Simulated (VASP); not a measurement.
# KF (Carobbiite) (Fm-3m) in VASP: single point with PBEsol+D4

Aim: the single point of KF (Carobbiite) with PBEsol+D4.

All numbers are computed with VASP 6.6.1; they aren't measurements. Logs are shortened: lines on timing, memory, paths and dates and some standing lists are left out, and cuts for length are marked.

**1. The cell of the first run**

Symmetry: Fm-3m, No. 225, cubic system. The conventional cell has a = 5.344 Å, b = 5.344 Å, c = 5.344 Å, α = 90.00°, β = 90.00°, γ = 90.00°. Within 3.5 Å of K (site symmetry m-3m) lie 6 F at 2.67 Å. F (site symmetry m-3m) has 6 K at 2.67 Å within 3.5 Å.

**2. Single point, PBEsol+D4**

The input, INCAR:

```
SYSTEM = KF
  PREC = Accurate
  ENCUT = 600
  EDIFF = 1E-6
  ISMEAR = 0
  SIGMA = 0.01
  LREAL = .False.
  LASPH = .True.
  NELM = 120
  ALGO = Normal
  ISIF = 2
  LWAVE = .False.
  LCHARG = .False.
  GGA = PS
  IVDW = 13
  NBANDS = 15
  GGA_COMPAT = .False.
```

The input, KPOINTS:

```
regular mesh
0
Gamma
  6 6 6
  0 0 0
```

The input, POSCAR:

```
KF
1.0
    3.7785670000      0.0000000000      0.0000000000
    1.8892835000      3.2723350119      0.0000000000
    1.8892835000      1.0907783373      3.0851870363
K F
1 1
Direct
    0.0000000000      0.0000000000      0.0000000000
    0.5000000000      0.5000000000      0.5000000000
```

Potentials or basis: VASP PAW PBE potentials, release 64 (K_sv, F).

Started as:

```bash
$ cat potpaw_PBE.64/K_sv/POTCAR potpaw_PBE.64/F/POTCAR > POTCAR
$ mpirun -np 1 vasp_std > vasp.out
```

OUTCAR:

```text
SYSTEM = KF
   PREC = Accurate
   ENCUT = 600
   EDIFF = 1E-6
   ISMEAR = 0
   LREAL = .False.
   LASPH = .True.
   NELM = 120
   ISIF = 2
   GGA = PS
   IVDW = 13

 ion  position               nearest neighbor table
   1  0.000  0.000  0.000-   2 2.67   2 2.67   2 2.67   2 2.67   2 2.67   2 2.67
   2  0.500  0.500  0.500-   1 2.67   1 2.67   1 2.67   1 2.67   1 2.67   1 2.67

  LATTYP: Found a face centered cubic cell.
 ALAT       =     5.3437006977

  Lattice vectors:

 A1 = (   3.7785670000,   0.0000000000,   0.0000000000)
 A2 = (   1.8892835000,   3.2723350119,   0.0000000000)
 A3 = (   1.8892835000,   1.0907783373,   3.0851870363)

Analysis of symmetry for initial positions (statically):
=====================================================================
 Subroutine PRICEL returns:
 Original cell was already a primitive cell.

 Routine SETGRP: Setting up the symmetry group for a
 face centered cubic supercell.

 Subroutine GETGRP returns: Found 48 space group operations
 (whereof 48 operations were pure point group operations)
 out of a pool of 48 trial point group operations.

The static configuration has the point symmetry O_h .

Analysis of symmetry for dynamics (positions and initial velocities):
=====================================================================
 Subroutine PRICEL returns:
 Original cell was already a primitive cell.

 Routine SETGRP: Setting up the symmetry group for a
 face centered cubic supercell.

 Subroutine GETGRP returns: Found 48 space group operations
 (whereof 48 operations were pure point group operations)
 out of a pool of 48 trial point group operations.

The dynamic configuration has the point symmetry O_h .

 Subroutine INISYM returns: Found 48 space group operations
 (whereof 48 operations are pure point group operations),
 and found     1 'primitive' translations

----------------------------------------------------------------------------------------

                                     Primitive cell

  volume of cell :      38.1475

  direct lattice vectors                    reciprocal lattice vectors
     3.778567000  0.000000000  0.000000000     0.264650594 -0.152796092 -0.108043152
     1.889283500  3.272335012  0.000000000     0.000000000  0.305592183 -0.108043152
     1.889283500  1.090778337  3.085187036     0.000000000  0.000000000  0.324129457

  length of vectors
     3.778567000  3.778567000  3.778567000     0.324129457  0.324129457  0.324129457

  position of ions in fractional coordinates (direct lattice)
     0.000000000  0.000000000  0.000000000
     0.500000000  0.500000000  0.500000000

  ion indices of the primitive-cell ions
   primitive index   ion index
                 1           1
                 2           2

----------------------------------------------------------------------------------------

 KPOINTS: regular mesh

Automatic generation of k-mesh.
 Grid dimensions read from file:
 generate k-points for:    6    6    6

 Generating k-lattice:

  Cartesian coordinates                     Fractional coordinates (reciprocal lattice)
     0.044108432 -0.025466015 -0.018007192     0.166666667  0.000000000  0.000000000
     0.000000000  0.050932031 -0.018007192     0.000000000  0.166666667  0.000000000
     0.000000000  0.000000000  0.054021576     0.000000000  0.000000000  0.166666667

  Length of vectors
     0.054021576  0.054021576  0.054021576

  Shift w.r.t. Gamma in fractional coordinates (k-lattice)
     0.000000000  0.000000000  0.000000000

 Subroutine IBZKPT returns following result:
 ===========================================

 Found     16 irreducible k-points:

 Following reciprocal coordinates:
            Coordinates               Weight
  0.000000  0.000000  0.000000      1.000000
  0.166667  0.000000  0.000000      8.000000
  0.333333  0.000000  0.000000      8.000000
  0.500000  0.000000  0.000000      4.000000
  0.166667  0.166667  0.000000      6.000000
  0.333333  0.166667  0.000000     24.000000
[... 8 lines left out ...]
 -0.333333  0.333333  0.166667     24.000000
 -0.333333  0.500000  0.166667     12.000000
   k-points           NKPTS =     16   k-points in BZ     NKDIM =     16   number of bands    NBANDS=     15
   number of dos      NEDOS =    301   number of ions     NIONS =      2
   total plane-waves  NPLWV =  27000
   dimension x,y,z NGX =    30 NGY =   30 NGZ =   30
   dimension x,y,z NGXF=    60 NGYF=   60 NGZF=   60
   ions per type =               1   1
   NGX,Y,Z   is equivalent  to a cutoff of  13.20, 13.20, 13.20 a.u.
   NGXF,Y,Z  is equivalent  to a cutoff of  26.40, 26.40, 26.40 a.u.
 SYSTEM =  KF
   PREC   = accura    normal or accurate (medium, high low for compatibility)
   ISTART =      0    job   : 0-new  1-cont  2-samecut
   ICHARG =      2    charge: 1-file 2-atom 10-const
   ISPIN  =      1    spin polarized calculation?
   LNONCOLLINEAR =      F non collinear calculations
   LSORBIT =      F    spin-orbit coupling
   LASPH  =      T    aspherical Exc in radial PAW
   ENCUT  =  600.0 eV  44.10 Ry    6.64 a.u.   7.55  7.55  7.55*2*pi/ulx,y,z
   NELM   =    120;   NELMIN=  2; NELMDL= -5     # of ELM steps
   EDIFF  = 0.1E-05   stopping-criterion for ELM
   LREAL  =      F    real-space projection
   EDIFFG = 0.1E-04   stopping-criterion for IOM
   NSW    =      0    number of steps for IOM
   IBRION =     -1    ionic relax: 0-MD 1-quasi-New 2-CG
   NFREE  =      0    steps in history (QN), initial steepest desc. (CG)
   ISIF   =      2    stress and relaxation
   ISYM   =      2    0-nonsym 1-usesym 2-fastsym
   POTIM  = 0.5000    time-step for ionic-motion
   TEBEG  =    0.0;   TEEND  =   0.0 temperature during run
   PSTRESS=    0.0 pullay stress
   NELECT =      16.0000    total number of electrons
   NUPDOWN=      -1.0000    fix difference up-down
   EMIN   =  10.00;   EMAX   =-10.00  energy-range for DOS
   EFERMI =   0.00;   METHOD = LEGACY
   ISMEAR =     0;   SIGMA  =   0.01  broadening in eV -4-tet -1-fermi 0-gaus
   EFERMI_NEDOS =   21; number of points for ismear=-14 and -15
   IALGO  =     38    algorithm
   IMIX   =      4    mixing-type and parameters
     AMIX     =   0.40;   BMIX     =  1.00
     AMIX_MAG =   1.60;   BMIX_MAG =  1.00
  volume/ion in A,a.u.               =      19.07       128.72
  Fermi-wavevector in a.u.,A,eV,Ry     =   1.225442  2.315749 20.431973  1.501708
  Thomas-Fermi vector in A             =   2.360480
   LORBIT       =      0    0 simple, 1 ext, 2 COOP (PROOUT), +10 PAW based schemes
   GGA     = PS    functional components
   LHFCALC =     F    Hartree Fock is set to
   AEXX    =    0.0000 exact exchange contribution
   IVDW    =    13    specifies the selected vdW correction
   LEPSILON=     F    determine dielectric tensor
   LRPA    =     F    only Hartree local field effects (RPA)
 non-spin polarized calculation
 Gauss-broadening in eV      SIGMA  =   0.01
  energy-cutoff  :      600.00
  volume of cell :       38.15
 maximum number of plane-waves:      1303
   NGX = 15   NGY = 15   NGZ = 15

 number of electron      15.9999997 magnetization

 Free energy of the ion-electron system (eV)
  ---------------------------------------------------
  ext. energy  EPLUGINS =         0.00000000
  ---------------------------------------------------
  free energy    TOTEN  =        -8.52125705 eV

  energy without entropy =       -8.52125705  energy(sigma->0) =       -8.52125705

 E-fermi :  -2.8321     XC(G=0):  -8.6084

 val. band max:       -2.9092281572   @ k =   0.0000   0.0000   0.0000
 cond. band min:       3.1222039980   @ k =   0.0000   0.0000   0.0000
 fundamental gap:      6.0314321552
 Fermi energy:        -2.8320752008

 k-point     1 :       0.0000    0.0000    0.0000
  band No.  band energies     occupation
      1     -28.8725      2.00000
      2     -21.4388      2.00000
      3     -12.1844      2.00000
      4     -12.1844      2.00000
      5     -12.1844      2.00000
      6      -2.9092      2.00000
      7      -2.9092      2.00000
      8      -2.9092      2.00000
      9       3.1222      0.00000
     10       7.7273      0.00000
     11       7.7273      0.00000
     12       7.7273      0.00000
     13       9.4011      0.00000
     14       9.4011      0.00000
     15      13.8091      0.00000

 k-point     2 :       0.1667    0.0000    0.0000
  band No.  band energies     occupation
      1     -28.8482      2.00000
      2     -21.4612      2.00000
      3     -12.2557      2.00000
      4     -12.1938      2.00000
      5     -12.1938      2.00000
      6      -3.1491      2.00000
      7      -3.0011      2.00000
      8      -3.0011      2.00000
      9       3.8711      0.00000
     10       7.3231      0.00000
     11       8.0932      0.00000
     12       8.0932      0.00000
     13       9.6626      0.00000
     14       9.6626      0.00000
     15      15.0556      0.00000

 k-point     3 :       0.3333    0.0000    0.0000
  band No.  band energies     occupation
      1     -28.7990      2.00000
      2     -21.5068      2.00000
      3     -12.3963      2.00000
      4     -12.2124      2.00000
      5     -12.2124      2.00000
      6      -3.5481      2.00000
      7      -3.1784      2.00000
      8      -3.1784      2.00000
      9       5.4360      0.00000
     10       7.0758      0.00000
     11       8.8242      0.00000
     12       8.8242      0.00000
     13      10.5090      0.00000
     14      10.5090      0.00000
     15      14.8065      0.00000

 k-point     4 :       0.5000    0.0000    0.0000
  band No.  band energies     occupation
      1     -28.7741      2.00000
      2     -21.5299      2.00000
      3     -12.4655      2.00000
      4     -12.2216      2.00000
      5     -12.2216      2.00000
      6      -3.7216      2.00000
      7      -3.2643      2.00000
      8      -3.2643      2.00000
      9       6.0644      0.00000
     10       7.5524      0.00000
     11       9.1403      0.00000
     12       9.1403      0.00000
     13      11.4110      0.00000
     14      11.4110      0.00000
     15      13.2207      0.00000
[... 163 lines left out ...]
 k-point    14 :       0.5000    0.3333    0.1667
  band No.  band energies     occupation
      1     -28.7711      2.00000
      2     -21.4918      2.00000
      3     -12.4872      2.00000
      4     -12.4298      2.00000
      5     -12.2671      2.00000
      6      -3.4174      2.00000
      7      -3.1854      2.00000
      8      -3.0235      2.00000
      9       6.2729      0.00000
     10       6.3655      0.00000
     11       8.7463      0.00000
     12      10.0143      0.00000
     13      10.3554      0.00000
     14      11.5575      0.00000
     15      13.2799      0.00000

 k-point    15 :      -0.3333    0.3333    0.1667
  band No.  band energies     occupation
      1     -28.7559      2.00000
      2     -21.4937      2.00000
      3     -12.5466      2.00000
      4     -12.4965      2.00000
      5     -12.2683      2.00000
      6      -3.3972      2.00000
      7      -3.1428      2.00000
      8      -3.1221      2.00000
      9       6.5586      0.00000
     10       6.8874      0.00000
     11       8.4799      0.00000
     12      10.2759      0.00000
     13      10.8888      0.00000
     14      12.0349      0.00000
     15      12.5582      0.00000

 k-point    16 :      -0.3333    0.5000    0.1667
  band No.  band energies     occupation
      1     -28.7506      2.00000
      2     -21.4752      2.00000
      3     -12.6722      2.00000
      4     -12.4931      2.00000
      5     -12.3060      2.00000
      6      -3.2351      2.00000
      7      -3.1052      2.00000
      8      -3.0296      2.00000
      9       5.9366      0.00000
     10       7.6077      0.00000
     11       7.9745      0.00000
     12      10.5879      0.00000
     13      11.3701      0.00000
     14      12.0765      0.00000
     15      12.3895      0.00000

------------------------ aborting loop because EDIFF is reached ----------------------------------------

  DFT-D4 for vdW energy calculation

  Edisp (eV):   -0.08288

  FORCE on cell =-STRESS in cart. coord.  units (eV):
  Direction    XX          YY          ZZ          XY          YZ          ZX
  --------------------------------------------------------------------------------------
  -------------------------------------------------------------------------------------
  Total      -0.23759    -0.23759    -0.23759    -0.00000     0.00000    -0.00000
  in kB      -9.97859    -9.97859    -9.97859    -0.00000     0.00000    -0.00000
  external pressure =       -9.98 kB  Pullay stress =        0.00 kB

 VOLUME and BASIS-vectors are now :
 -----------------------------------------------------------------------------
  energy-cutoff  :      600.00
  volume of cell :       38.15
      direct lattice vectors                 reciprocal lattice vectors
     3.778567000  0.000000000  0.000000000     0.264650594 -0.152796092 -0.108043152
     1.889283500  3.272335012  0.000000000     0.000000000  0.305592183 -0.108043152
     1.889283500  1.090778337  3.085187036     0.000000000  0.000000000  0.324129457

 POSITION                                       TOTAL-FORCE (eV/Angst)
 -----------------------------------------------------------------------------------
      0.00000      0.00000      0.00000         0.000000     -0.000000      0.000000
      3.77857      2.18156      1.54259        -0.000000      0.000000      0.000000
 -----------------------------------------------------------------------------------
    total drift:                                0.000000      0.000000      0.000000

  FREE ENERGIE OF THE ION-ELECTRON SYSTEM (eV)
  ---------------------------------------------------
  free  energy   TOTEN  =        -8.6041362268 eV

  energy  without entropy=       -8.6041362268  energy(sigma->0) =       -8.60413623
```

It took 17 s on 1 thread of Intel Xeon 8259CL, shared host; peak memory 0.17 GiB.

Results:

```
Free energy                : -8.6041 eV
Pressure                   : -1.0 GPa
Band gap on the k mesh     : 6.03 eV, direct
Dispersion energy per atom : -0.041 eV
```

Levels at points of the mesh, in eV from the valence-band top:
```
           k point  band 6  band 7  band 8  band 9  band 10  band 11
(0.00, 0.00, 0.00)    0.00    0.00    0.00    6.03    10.64    10.64
(0.50, 0.00, 0.00)   -0.81   -0.36   -0.36    8.97    10.46    12.05
(0.50, 0.50, 0.00)   -0.21   -0.06   -0.06    8.10    10.24    11.66
```

Caveat: the PAW data sets were made with another functional, which shifts forces and pressure a little.
